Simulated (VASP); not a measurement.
Set up this calculation in VASP 6.6.1, as the native input.

| Item | Value |
| --- | --- |
| Task | single point |
| Functional | PBE |
| Potentials or basis | VASP PAW PBE potentials, release 64 (Cu) |
| Cutoff | 520 eV |
| k mesh | 14 × 9 × 1 |
| Occupations | fermi-dirac, width 0.08 eV |
| Spin | no spin polarisation |
| Dipole correction | yes |
| Further INCAR settings | ALGO = Normal; EDIFF = 1e-06; NBANDS = 42 |

The structure of Cu lies in POSCAR:

```
Cu
1.0
    2.5589948731      0.0000000000      0.0000000000
    0.0000000000      4.2211463337      0.0000000000
    0.0000000000      0.0000000000     21.1710000000
Cu
6
Direct
    0.2500000000      0.7500000000      0.3827577637
    0.7500000000      0.2500000000      0.4108373295
    0.7500000000      0.7500000000      0.4835258657
    0.2500000000      0.2500000000      0.5164741297
    0.2500000000      0.7500000000      0.5891626714
    0.7500000000      0.2500000000      0.6172422399
```

One way to write it, as run:

INCAR

```
SYSTEM = Cu
PREC = Accurate
ENCUT = 520
EDIFF = 1E-6
ISMEAR = -1
SIGMA = 0.08
LREAL = .False.
LASPH = .True.
NELM = 60
ALGO = Normal
ISIF = 2
LWAVE = .False.
LCHARG = .True.
LDIPOL = .True.
IDIPOL = 3
DIPOL = 0.5 0.5 0.500
GGA = PE
LELF = .True.
LVHAR = .True.
LVACPOTAV = .True.
NBANDS = 42
```

KPOINTS

```
Automatic mesh
0
Gamma
  14 9 1
  0 0 0
```

Potentials or basis: VASP PAW PBE potentials, release 64 (Cu).

Command:

```bash
$ cat potpaw_PBE.64/Cu/POTCAR > POTCAR
$ mpirun -np 1 vasp_std > vasp.out
```

Results of the run:

The largest force is 0.025 eV/Å and the band gap on the k mesh is zero (bands 33 and 34 overlap by 2.93 eV).

Run time: 15 min on 1 thread of Oxide Virtual Turin-like Processor (shared host), peak memory 0.42 GiB.
